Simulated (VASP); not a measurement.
# C8O in VASP: further runs

The runs below take C8O through single point, with PBE+D3(BJ).

Everything below comes from runs of VASP 6.6.1. Logs are shortened: lines on timing, memory, paths and dates and some standing lists are left out, and cuts for length are marked.

## Step 1: The cell of the first run

The cell holds a slab with vacuum, 9 atoms: a = 2.465 Å, b = 2.465 Å, c = 29.108 Å, α = 90.00°, β = 90.00°, γ = 120.00°.

## Step 2: Single point, PBE+D3(BJ)

The input, INCAR:

```
  ALGO = Normal
  DIPOL = 0.5 0.5 0.491
  EDIFF = 1E-6
  ENCUT = 910
  GGA = PE
  GGA_COMPAT = False
  IDIPOL = 3
  ISIF = 2
  ISMEAR = 0
  IVDW = 12
  LASPH = True
  LCHARG = False
  LDIPOL = True
  LREAL = False
  LWAVE = False
  NBANDS = 29
  NELM = 120
  NELMDL = -8
  PREC = Accurate
  SIGMA = 0.1
```

The input, KPOINTS:

```
k-points
0
Gamma
  12 12 1
```

The input, POSCAR:

```
C8O
1.0
    2.4649796670      0.0000000000      0.0000000000
   -1.2324898335      2.1347350114      0.0000000000
    0.0000000000      0.0000000000     29.1076495408
C O
8 1
Direct
    0.0000000000      0.0000000000      0.2920194646
    0.6666666667      0.3333333333      0.2920194566
    0.0000000000      0.0000000000      0.4077696707
    0.3333333333      0.6666666667      0.4077696627
    0.0000000000      0.0000000000      0.5232783496
    0.6666666667      0.3333333333      0.5233236383
    0.0000000000      0.0000000000      0.6467595982
    0.3333333333      0.6666666667      0.6345747439
    0.0000000000      0.0000000000      0.6943088162
```

Potentials or basis: VASP PAW PBE potentials, release 64 (C_h, O_h).

Command:

```console
$ cat potpaw_PBE.64/C_h/POTCAR potpaw_PBE.64/O_h/POTCAR > POTCAR
$ mpirun -np 1 vasp_std > vasp.out
```

OUTCAR:

```text
EDIFF = 1E-6
   ENCUT = 910
   GGA = PE
   ISIF = 2
   ISMEAR = 0
   IVDW = 12
   LASPH = True
   LREAL = False
   NELM = 120
   NELMDL = -8
   PREC = Accurate
 IVDW          = 12

 ion  position               nearest neighbor table
   1  0.000  0.000  0.292-   2 1.42   2 1.42   2 1.42
   2  0.667  0.333  0.292-   1 1.42   1 1.42   1 1.42
   3  0.000  0.000  0.408-   4 1.42   4 1.42   4 1.42
   4  0.333  0.667  0.408-   3 1.42   3 1.42   3 1.42
   5  0.000  0.000  0.523-   6 1.42   6 1.42   6 1.42
   6  0.667  0.333  0.523-   5 1.42   5 1.42   5 1.42
   7  0.000  0.000  0.647-   9 1.38   8 1.47   8 1.47   8 1.47
   8  0.333  0.667  0.635-   7 1.47   7 1.47   7 1.47
   9  0.000  0.000  0.694-   7 1.38

  LATTYP: Found a hexagonal cell.
 ALAT       =     2.4649796670
 C/A-ratio  =    11.8084745000

  Lattice vectors:

 A1 = (   2.4649796670,   0.0000000000,   0.0000000000)
 A2 = (  -1.2324898335,   2.1347350114,   0.0000000000)
 A3 = (   0.0000000000,   0.0000000000,  29.1076495408)

Analysis of symmetry for initial positions (statically):
=====================================================================
 Subroutine PRICEL returns:
 Original cell was already a primitive cell.

 Routine SETGRP: Setting up the symmetry group for a
 hexagonal supercell.

 Subroutine GETGRP returns: Found  6 space group operations
 (whereof  6 operations were pure point group operations)
 out of a pool of 24 trial point group operations.

The static configuration has the point symmetry C_3v.

Analysis of symmetry for dynamics (positions and initial velocities):
=====================================================================
 Subroutine PRICEL returns:
 Original cell was already a primitive cell.

 Routine SETGRP: Setting up the symmetry group for a
 hexagonal supercell.

 Subroutine GETGRP returns: Found  6 space group operations
 (whereof  6 operations were pure point group operations)
 out of a pool of 24 trial point group operations.

The dynamic configuration has the point symmetry C_3v.

 Subroutine INISYM returns: Found  6 space group operations
 (whereof  6 operations are pure point group operations),
 and found     1 'primitive' translations

----------------------------------------------------------------------------------------

                                     Primitive cell

  volume of cell :     153.1667

  direct lattice vectors                    reciprocal lattice vectors
     2.464979667  0.000000000  0.000000000     0.405682860  0.234221108  0.000000000
    -1.232489834  2.134735011  0.000000000     0.000000000  0.468442216  0.000000000
     0.000000000  0.000000000 29.107649541     0.000000000  0.000000000  0.034355230

  length of vectors
     2.464979667  2.464979667 29.107649541     0.468442216  0.468442216  0.034355230

  position of ions in fractional coordinates (direct lattice)
     0.000000000  0.000000000  0.292019465
     0.666666667  0.333333333  0.292019457
     0.000000000  0.000000000  0.407769671
     0.333333333  0.666666667  0.407769663
     0.000000000  0.000000000  0.523278350
     0.666666667  0.333333333  0.523323638
     0.000000000  0.000000000  0.646759598
     0.333333333  0.666666667  0.634574744
     0.000000000  0.000000000  0.694308816

  ion indices of the primitive-cell ions
   primitive index   ion index
                 1           1
                 2           2
                 3           3
                 4           4
                 5           5
                 6           6
                 7           7
                 8           8
                 9           9

----------------------------------------------------------------------------------------

 KPOINTS: k-points

Automatic generation of k-mesh.
 Grid dimensions read from file:
 generate k-points for:   12   12    1

 Generating k-lattice:

  Cartesian coordinates                     Fractional coordinates (reciprocal lattice)
     0.033806905  0.019518426  0.000000000     0.083333333 -0.000000000  0.000000000
     0.000000000  0.039036851  0.000000000     0.000000000  0.083333333  0.000000000
     0.000000000  0.000000000  0.034355230     0.000000000  0.000000000  1.000000000

  Length of vectors
     0.039036851  0.039036851  0.034355230

  Shift w.r.t. Gamma in fractional coordinates (k-lattice)
     0.000000000  0.000000000  0.000000000

 Subroutine IBZKPT returns following result:
 ===========================================

 Found     19 irreducible k-points:

 Following reciprocal coordinates:
            Coordinates               Weight
  0.000000  0.000000  0.000000      1.000000
  0.083333 -0.000000  0.000000      6.000000
  0.166667 -0.000000  0.000000      6.000000
  0.250000 -0.000000  0.000000      6.000000
  0.333333 -0.000000  0.000000      6.000000
  0.416667  0.000000  0.000000      6.000000
[... 11 lines left out ...]
  0.333333  0.250000  0.000000     12.000000
  0.333333  0.333333  0.000000      2.000000
   k-points           NKPTS =     19   k-points in BZ     NKDIM =     19   number of bands    NBANDS=     29
   number of dos      NEDOS =    301   number of ions     NIONS =      9
   total plane-waves  NPLWV = 165888
   dimension x,y,z NGX =    24 NGY =   24 NGZ =  288
   dimension x,y,z NGXF=    48 NGYF=   48 NGZF=  576
   ions per type =               8   1
   NGX,Y,Z   is equivalent  to a cutoff of  16.19, 16.19, 16.45 a.u.
   NGXF,Y,Z  is equivalent  to a cutoff of  32.37, 32.37, 32.90 a.u.
 SYSTEM =  unknown system
   PREC   = accura    normal or accurate (medium, high low for compatibility)
   ISTART =      0    job   : 0-new  1-cont  2-samecut
   ICHARG =      2    charge: 1-file 2-atom 10-const
   ISPIN  =      1    spin polarized calculation?
   LNONCOLLINEAR =      F non collinear calculations
   LSORBIT =      F    spin-orbit coupling
   LASPH  =      T    aspherical Exc in radial PAW
   ENCUT  =  910.0 eV  66.88 Ry    8.18 a.u.   6.06  6.06 71.60*2*pi/ulx,y,z
   NELM   =    120;   NELMIN=  2; NELMDL= -8     # of ELM steps
   EDIFF  = 0.1E-05   stopping-criterion for ELM
   LREAL  =      F    real-space projection
   EDIFFG = 0.1E-04   stopping-criterion for IOM
   NSW    =      0    number of steps for IOM
   IBRION =     -1    ionic relax: 0-MD 1-quasi-New 2-CG
   NFREE  =      0    steps in history (QN), initial steepest desc. (CG)
   ISIF   =      2    stress and relaxation
   ISYM   =      2    0-nonsym 1-usesym 2-fastsym
   POTIM  = 0.5000    time-step for ionic-motion
   TEBEG  =    0.0;   TEEND  =   0.0 temperature during run
   PSTRESS=    0.0 pullay stress
   NELECT =      38.0000    total number of electrons
   NUPDOWN=      -1.0000    fix difference up-down
   EMIN   =  10.00;   EMAX   =-10.00  energy-range for DOS
   EFERMI =   0.00;   METHOD = LEGACY
   ISMEAR =     0;   SIGMA  =   0.10  broadening in eV -4-tet -1-fermi 0-gaus
   EFERMI_NEDOS =   21; number of points for ismear=-14 and -15
   IALGO  =     38    algorithm
   IMIX   =      4    mixing-type and parameters
     AMIX     =   0.40;   BMIX     =  1.00
     AMIX_MAG =   1.60;   BMIX_MAG =  1.00
  volume/ion in A,a.u.               =      17.02       114.85
  Fermi-wavevector in a.u.,A,eV,Ry     =   1.028682  1.943927 14.397508  1.058187
  Thomas-Fermi vector in A             =   2.162691
   LORBIT       =      0    0 simple, 1 ext, 2 COOP (PROOUT), +10 PAW based schemes
   GGA     = PE    functional components
   LHFCALC =     F    Hartree Fock is set to
   AEXX    =    0.0000 exact exchange contribution
   IVDW    =    12    specifies the selected vdW correction
   LEPSILON=     F    determine dielectric tensor
   LRPA    =     F    only Hartree local field effects (RPA)
 non-spin polarized calculation
 Gauss-broadening in eV      SIGMA  =   0.10
  energy-cutoff  :      910.00
  volume of cell :      153.17
 maximum number of plane-waves:      9654
   NGX = 13   NGY = 13   NGZ =143

 dipolmoment           0.000000      0.000000     -0.266549 electrons x Angstroem

 number of electron      38.0000003 magnetization

 dipolmoment           0.000000      0.000000      0.102768 electrons x Angstroem

 Free energy of the ion-electron system (eV)
  ---------------------------------------------------
  ext. energy  EPLUGINS =         0.00000000
  ---------------------------------------------------
  free energy    TOTEN  =       -76.29493008 eV

  energy without entropy =      -76.27174322  energy(sigma->0) =      -76.28333665

 E-fermi :  -0.3103     XC(G=0):  -5.6587

 val. band max:       -0.3188263141   @ k =   0.3333   0.3333   0.0000
 cond. band min:      -0.3044606395   @ k =   0.3333   0.3333   0.0000
 fundamental gap:      0.0143656746
 Fermi energy:        -0.3102890114

 k-point     1 :       0.0000    0.0000    0.0000
  band No.  band energies     occupation
      1     -23.2729      2.00000
      2     -19.9332      2.00000
      3     -19.8372      2.00000
      4     -19.7253      2.00000
      5     -17.5509      2.00000
      6      -8.6659      2.00000
[... 21 lines left out ...]
     28       7.4794      0.00000
     29       8.0280      0.00000

 k-point     2 :       0.0833   -0.0000    0.0000
  band No.  band energies     occupation
      1     -23.1359      2.00000
      2     -19.7680      2.00000
      3     -19.6730      2.00000
      4     -19.5621      2.00000
      5     -17.4343      2.00000
      6      -8.4790      2.00000
[... 536 lines left out ...]
 k-point    19 :       0.3333    0.3333    0.0000
  band No.  band energies     occupation
      1     -20.0095      2.00000
      2     -13.5990      2.00000
      3     -12.9690      2.00000
      4     -12.9127      2.00000
      5     -12.9095      2.00000
      6     -12.8991      2.00000
[... 21 lines left out ...]
     28      10.6037      0.00000
     29      12.2117      0.00000

------------------------ aborting loop because EDIFF is reached ----------------------------------------

 vacuum level on the upper side and lower side of the slab       (xc-potential included)         1.402        -2.104

 Edisp (eV)   -1.19993

 E8    (eV) :    -0.3456

  FORCE on cell =-STRESS in cart. coord.  units (eV):
  Direction    XX          YY          ZZ          XY          YZ          ZX
  --------------------------------------------------------------------------------------
  -------------------------------------------------------------------------------------
  Total       4.14246     4.14246    -0.10662     0.00000     0.00000     0.00000
  in kB      43.33154    43.33154    -1.11527     0.00000     0.00000     0.00000
  external pressure =       28.52 kB  Pullay stress =        0.00 kB

 VOLUME and BASIS-vectors are now :
 -----------------------------------------------------------------------------
  energy-cutoff  :      910.00
  volume of cell :      153.17
      direct lattice vectors                 reciprocal lattice vectors
     2.464979667  0.000000000  0.000000000     0.405682860  0.234221108  0.000000000
    -1.232489834  2.134735011  0.000000000     0.000000000  0.468442216  0.000000000
     0.000000000  0.000000000 29.107649541     0.000000000  0.000000000  0.034355230

 POSITION                                       TOTAL-FORCE (eV/Angst)
 -----------------------------------------------------------------------------------
      0.00000      0.00000      8.50000         0.000000      0.000000      0.007806
      1.23249      0.71158      8.50000        -0.000000      0.000000     -0.011782
      0.00000      0.00000     11.86922         0.000000     -0.000000      0.001110
     -0.00000      1.42316     11.86922         0.000000     -0.000000      0.000889
      0.00000      0.00000     15.23140         0.000000     -0.000000      0.004550
      1.23249      0.71158     15.23272        -0.000000     -0.000000     -0.005214
      0.00000      0.00000     18.82565         0.000000     -0.000000     -0.045572
     -0.00000      1.42316     18.47098        -0.000000     -0.000000      0.008847
      0.00000      0.00000     20.20970         0.000000      0.000000      0.039366
 -----------------------------------------------------------------------------------
    total drift:                               -0.000000     -0.000000     -0.000272

  FREE ENERGIE OF THE ION-ELECTRON SYSTEM (eV)
  ---------------------------------------------------
  free  energy   TOTEN  =       -77.4948557239 eV

  energy  without entropy=      -77.4716688597  energy(sigma->0) =      -77.48326229

 vacuum level on the upper side and lower side of the slab         7.211         3.664
```

Run time: 3.7 min. Hardware: 1 thread of Intel Xeon 6975P-C (Granite Rapids), shared host; peak memory 0.47 GiB.

Results:

* Free energy: -77.4949 eV
* Largest force: 0.046 eV/Å
* Band gap on the k mesh: zero (bands 19 and 20 overlap by 0.63 eV)
* Dispersion energy per atom: -0.133 eV

Forces on the atoms (eV/Å):
```
C    0.000  0.000  0.008
C    0.000  0.000 -0.012
C    0.000  0.000  0.001
C    0.000  0.000  0.001
C    0.000  0.000  0.005
C    0.000  0.000 -0.005
C    0.000  0.000 -0.046
C    0.000  0.000  0.009
O    0.000  0.000  0.039
```

Caveat: the cutoff is under 1.25 times the usual one of these potentials, so pressure, stress and relaxed cells hold a basis-set (Pulay) error.

## Step 3: Single point, PBE+D3(BJ)

The input, INCAR:

```
PREC = Accurate
ENCUT = 520
EDIFF = 1E-7
ISMEAR = 0
SIGMA = 0.1
LREAL = False
LASPH = True
NELM = 80
ALGO = Normal
ISIF = 2
LWAVE = False
LCHARG = False
LDIPOL = True
IDIPOL = 3
DIPOL = 0.5 0.5 0.491
GGA = PE
IVDW = 12
NBANDS = 29
```

The input, KPOINTS:

```
regular mesh
0
Gamma
  12 12 1
```

The input, POSCAR:

```
C8O
1.0
    2.4649796670      0.0000000000      0.0000000000
   -1.2324898335      2.1347350114      0.0000000000
    0.0000000000      0.0000000000     29.1076495408
C O
8 1
Direct
    0.0000000000      0.0000000000      0.2920194646
    0.6666666667      0.3333333333      0.2920194566
    0.0000000000      0.0000000000      0.4077696707
    0.3333333333      0.6666666667      0.4077696627
    0.0000000000      0.0000000000      0.5235198769
    0.6666666667      0.3333333333      0.5235198689
    0.0000000000      0.0000000000      0.6392700831
    0.3333333333      0.6666666667      0.6392700751
    0.0000000000      0.0000000000      0.6908692436
```

Potentials or basis: VASP PAW PBE potentials, release 64 (C, O).

Command:

```console
$ cat potpaw_PBE.64/C/POTCAR potpaw_PBE.64/O/POTCAR > POTCAR
$ mpirun -np 1 vasp_std > vasp.out
```

Run time: 3.7 min. Hardware: 1 thread of Oxide Virtual Turin-like, shared host; peak memory 0.25 GiB.

It converged, with:

```
Free energy                : -76.8976 eV
Largest force              : 2.331 eV/Å
Band gap on the k mesh     : zero (bands 19 and 20 overlap by 0.16 eV)
Dispersion energy per atom : -0.131 eV
```

Forces on the atoms (eV/Å):
```
C    0.000  0.000  0.012
C    0.000  0.000 -0.011
C    0.000  0.000 -0.012
C    0.000  0.000  0.012
C    0.000  0.000  0.000
C    0.000  0.000  0.028
C    0.000  0.000  2.100
C    0.000  0.000 -2.331
O    0.000  0.000  0.201
```

Levels at points of the mesh, in eV from the Fermi level:
```tsv
k point	band 16	band 17	band 18	band 19	band 20	band 21	band 22	band 23
(0.00, 0.00, 0.00)	-3.02	-3.02	-0.84	0.07	0.07	3.58	4.59	5.12
(0.50, 0.00, 0.00)	-3.07	-2.57	-2.24	-0.81	0.05	1.14	1.53	1.88
```
